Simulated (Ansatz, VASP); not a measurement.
FePt in VASP and in Ansatz

```
Fe Pt
1.0
     3.05928    0.00000    0.00000
     0.00000    3.05928    0.00000
     0.00000    0.00000    3.05928
Fe Pt
1 1
Direct
  0.00000 0.00000 0.00000
  0.50000 0.50000 0.50000
```

Alike in both runs: task single point; functional r2SCAN; k mesh 14 × 14 × 14; occupations gaussian, width 0.1 eV; no spin polarisation.

|  | VASP | Ansatz |
| --- | --- | --- |
| version | VASP 6.6.1 | Ansatz 0.2.0 |
| potentials or method | VASP PAW PBE potentials, release 64 (Fe, Pt), cutoff 520 eV | scalar-relativistic, plane waves, PAW |
| valence electrons in the cell | 18 | 34 |

Ansatz gave:

```
gap on the k mesh at the Fermi level (eV) : none
pressure (GPa)                            : -20.8
```

**Question.** Estimate VASP's values.

**Answer.** gap on the k mesh at the Fermi level (eV): none; pressure (GPa): -20.4.

VASP's potentials were made for PBE, not for r2SCAN. A gap of «none» marks a metal or a gap that the smearing closes. VASP's potentials hold 18 valence electrons a cell and Ansatz's 34, so a difference there can come from the potentials and not from the codes.

Spin-orbit coupling is off throughout.
